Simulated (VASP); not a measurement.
# Ga3As3N2 in VASP: a series of runs, part 2 of 2

VASP 6.6.1.

### 3 Single point, PBE+D3(BJ)

INCAR

```
SYSTEM = Ga3As3N2
PREC     = Accurate       ! precision mode
ENCUT    = 520            ! plane-wave cutoff, eV
EDIFF    = 1E-7           ! SCF threshold, eV
ISMEAR   = 0              ! smearing method
SIGMA    = 0.05           ! smearing width, eV
LREAL    = .False.        ! projectors in reciprocal space
LASPH    = .True.         ! aspherical terms in the spheres
NELM     = 80             ! most SCF steps
ALGO     = Normal         ! electronic algorithm
ISIF     = 2              ! what is computed and relaxed
LWAVE    = .False.        ! write WAVECAR
LCHARG   = .True.         ! write CHGCAR
LDIPOL   = .True.       
IDIPOL   = 3            
DIPOL    = 0.5 0.5 0.331
GGA      = PE             ! functional
IVDW     = 12             ! dispersion correction
LELF     = .True.         ! ELF
LVHAR    = .True.       
LVACPOTAV= .True.       
NBANDS   = 42             ! bands
```

KPOINTS

```
Automatic mesh
0
Gamma
  7 5 1
  0 0 0
```

POSCAR

```
Ga3As3N2
1.0
    4.0137031116      0.0000000000      0.0000000000
    0.0000000000      5.6762333758      0.0000000000
    0.0000000000      0.0000000000     22.8852699092
Ga As N
3 3 2
Direct
    0.5000000000      0.5000000000      0.1747849169
    0.0000000000      0.0653835254      0.2732733389
    0.5000000000      0.4894639615      0.3292030243
    0.0000000000      0.2500000000      0.1747849169
    0.5000000000      0.8102208702      0.2554204538
    0.0000000000      0.2887573197      0.3664046761
    0.2500000000      0.5387573197      0.5149718555
    0.2500000000      0.5387573197      0.5630377077
```

Potentials or basis: VASP PAW PBE potentials, release 64 (Ga_d, As, N).

Launch:

```console
cat potpaw_PBE.64/Ga_d/POTCAR potpaw_PBE.64/As/POTCAR potpaw_PBE.64/N/POTCAR > POTCAR
mpirun -np 1 vasp_std > vasp.out
```

OUTCAR:

```text
SYSTEM = Ga3As3N2
   PREC = Accurate
   ENCUT = 520
   EDIFF = 1E-7
   ISMEAR = 0
   LREAL = .False.
   LASPH = .True.
   NELM = 80
   ISIF = 2
   GGA = PE
   IVDW = 12
 IVDW          = 12

 ion  position               nearest neighbor table
   1  0.500  0.500  0.175-   4 2.46   4 2.46   5 2.55
   2  0.000  0.065  0.273-   6 2.48   4 2.49   5 2.51   5 2.51
   3  0.500  0.489  0.329-   6 2.46   6 2.46   5 2.48
   4  0.000  0.250  0.175-   1 2.46   1 2.46   2 2.49
   5  0.500  0.810  0.255-   3 2.48   2 2.51   2 2.51   1 2.55
   6  0.000  0.289  0.366-   3 2.46   3 2.46   2 2.48
   7  0.250  0.539  0.515-   8 1.10
   8  0.250  0.539  0.563-   7 1.10

  LATTYP: Found a simple orthorhombic cell.
 ALAT       =     4.0137031116
 B/A-ratio  =     1.4142135624
 C/A-ratio  =     5.7017844302

  Lattice vectors:

 A1 = (   4.0137031116,   0.0000000000,   0.0000000000)
 A2 = (   0.0000000000,   5.6762333758,   0.0000000000)
 A3 = (   0.0000000000,   0.0000000000,  22.8852699092)

[... 189 lines left out ...]
 Fermi energy:        -1.9928667562

 k-point     1 :       0.0000    0.0000    0.0000
  band No.  band energies     occupation
      1     -25.9292      2.00000
      2     -17.1725      2.00000
      3     -17.1113      2.00000
      4     -17.0963      2.00000
      5     -17.0728      2.00000
      6     -17.0509      2.00000
[... 799 lines left out ...]
     41       2.8208      0.00000
     42       3.1458      0.00000

------------------------ aborting loop because EDIFF is reached ----------------------------------------

 Edisp (eV)   -1.25700

 E8    (eV) :    -0.5707

  FORCE on cell =-STRESS in cart. coord.  units (eV):
  Direction    XX          YY          ZZ          XY          YZ          ZX
  --------------------------------------------------------------------------------------
  -------------------------------------------------------------------------------------
  Total      -2.10915    -2.64727     2.28514     0.02770     0.01019     0.04159
  in kB      -6.48121    -8.13481     7.02201     0.08512     0.03132     0.12779
  external pressure =       -2.53 kB  Pullay stress =        0.00 kB

 VOLUME and BASIS-vectors are now :
 -----------------------------------------------------------------------------
  energy-cutoff  :      520.00
  volume of cell :      521.39
      direct lattice vectors                 reciprocal lattice vectors
     4.013703112  0.000000000  0.000000000     0.249146479  0.000000000  0.000000000
     0.000000000  5.676233376  0.000000000     0.000000000  0.176173165  0.000000000
     0.000000000  0.000000000 22.885269909     0.000000000  0.000000000  0.043696229

 POSITION                                       TOTAL-FORCE (eV/Angst)
 -----------------------------------------------------------------------------------
      2.00685      2.83812      4.00000        -0.000593     -0.312300      1.034105
      0.00000      0.37113      6.25393        -0.005439     -0.002128      0.020286
      2.00685      2.77831      7.53390         0.000086      0.001171      0.014989
      0.00000      1.41906      4.00000         0.001018      0.313993     -1.066719
      2.00685      4.59900      5.84537         0.000436      0.006084     -0.014975
      0.00000      1.63905      8.38527        -0.007859     -0.019867      0.031061
      1.00343      3.05811     11.78527         0.020711      0.026938     -2.129791
      1.00343      3.05811     12.88527        -0.008360     -0.013890      2.111044
 -----------------------------------------------------------------------------------
    total drift:                                0.000080     -0.000374      0.000371

  FREE ENERGIE OF THE ION-ELECTRON SYSTEM (eV)
  ---------------------------------------------------
  free  energy   TOTEN  =       -40.6551172534 eV

  energy  without entropy=      -40.6551172532  energy(sigma->0) =      -40.65511725

 vacuum level on the upper side and lower side of the slab         2.697         2.446
```

OSZICAR:

```text
N       E                     dE             d eps       ncg     rms          rms(c)
DAV:   1     0.474718469685E+03    0.47472E+03   -0.26574E+04  1640   0.137E+03
DAV:   2     0.364719739010E+02   -0.43825E+03   -0.42004E+03  1888   0.316E+02
DAV:   3    -0.367252687314E+02   -0.73197E+02   -0.72041E+02  1944   0.130E+02
[... 18 lines left out ...]
DAV:  22    -0.393981192975E+02   -0.24631E-05   -0.93036E-08  1258   0.160E-03    0.138E-04
DAV:  23    -0.393981204932E+02   -0.11956E-05   -0.21308E-08  1148   0.781E-04    0.847E-05
DAV:  24    -0.393981210148E+02   -0.52162E-06   -0.13058E-08  1096   0.651E-04    0.446E-05
DAV:  25    -0.393981212027E+02   -0.18791E-06   -0.52129E-09  1154   0.473E-04    0.288E-05
DAV:  26    -0.393981212528E+02   -0.50045E-07   -0.24567E-09  1132   0.346E-04
   1 F= -.40655117E+02 E0= -.40655117E+02  d E =-.237693E-09
```

Wall time 8.2 min (1 thread of Intel Xeon 6975P-C (Granite Rapids), shared host); peak memory 0.69 GiB.

What came out:

```yaml
Free_energy: -40.6551 eV
Largest_force: 2.130 eV/Å
Band_gap_on_the_k_mesh: 0.40 eV (least direct gap 0.75 eV)
Dispersion_energy_per_atom: -0.157 eV
```

Forces in eV/Å, atoms in the order of the input:
```
Ga  -0.001 -0.312  1.034
Ga  -0.005 -0.002  0.020
Ga   0.000  0.001  0.015
As   0.001  0.314 -1.067
As   0.000  0.006 -0.015
As  -0.008 -0.020  0.031
N    0.021  0.027 -2.130
N   -0.008 -0.014  2.111
```

Levels at points of the mesh, in eV from the valence-band top:
```
           k point  band 30  band 31  band 32  band 33  band 34  band 35
(0.00, 0.00, 0.00)    -0.89    -0.84     0.00     0.75     1.61     2.28
```

Caveat: the standard files for N, O and F lose accuracy on very short bonds.
